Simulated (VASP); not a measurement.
## TaGaMo3: single point with PBE

The system is TaGaMo3.

```xyz
5
Lattice="4.5520 0.0000 0.0000 0.0000 4.5520 0.0000 0.0000 0.0000 4.5520" Properties=species:S:1:pos:R:3 pbc="T T T"
Ta    0.0000    0.0000    0.0000
Ga    2.2760    2.2760    2.2760
Mo    0.0000    2.2760    2.2760
Mo    2.2760    0.0000    2.2760
Mo    2.2760    2.2760    0.0000
```

```json
{
  "Program": "VASP 6.6.1",
  "Task": "single point",
  "Functional": "PBE",
  "Potentials or basis": "VASP PAW PBE potentials, release 64 (Ta_pv, Ga_d, Mo_sv)",
  "Cutoff": "520 eV",
  "k mesh": "8 × 8 × 8",
  "Occupations": "gaussian, width 0.1 eV",
  "Spin": "no spin polarisation",
  "Dipole correction": "no",
  "Further INCAR settings": "ALGO = Fast; EDIFF = 1e-06; NBANDS = 41"
}
```

```
Pressure               : 0.6 GPa
Band gap on the k mesh : zero (band 33 reaches 8.21 eV, above the bottom of band 34 at 7.05 eV)
```

Levels at points of the mesh, in eV from the Fermi level:
```
           k point  band 29  band 30  band 31  band 32  band 33  band 34  band 35  band 36  band 37  band 38
(0.00, 0.00, 0.00)    -0.39    -0.39     0.40     0.40     0.40     1.00     1.00     2.34     2.42     2.42
(0.50, 0.00, 0.00)    -1.48    -1.46    -1.46    -0.06     0.60     0.60     0.78     1.06     1.06     1.13
(0.50, 0.50, 0.00)    -1.32    -1.32    -1.32    -0.64    -0.49    -0.49     0.44     0.67     1.08     1.40
(0.50, 0.50, 0.50)    -0.69    -0.69    -0.69    -0.11    -0.11     0.45     0.45     0.45     2.18     2.18
```

It took 2.8 min on 1 thread of Intel(R) Xeon(R) 6975P-C (Granite Rapids), on a shared host, peak memory 0.29 GiB.

Caveat: spin-orbit coupling is left out, which moves the levels of the heavy elements.
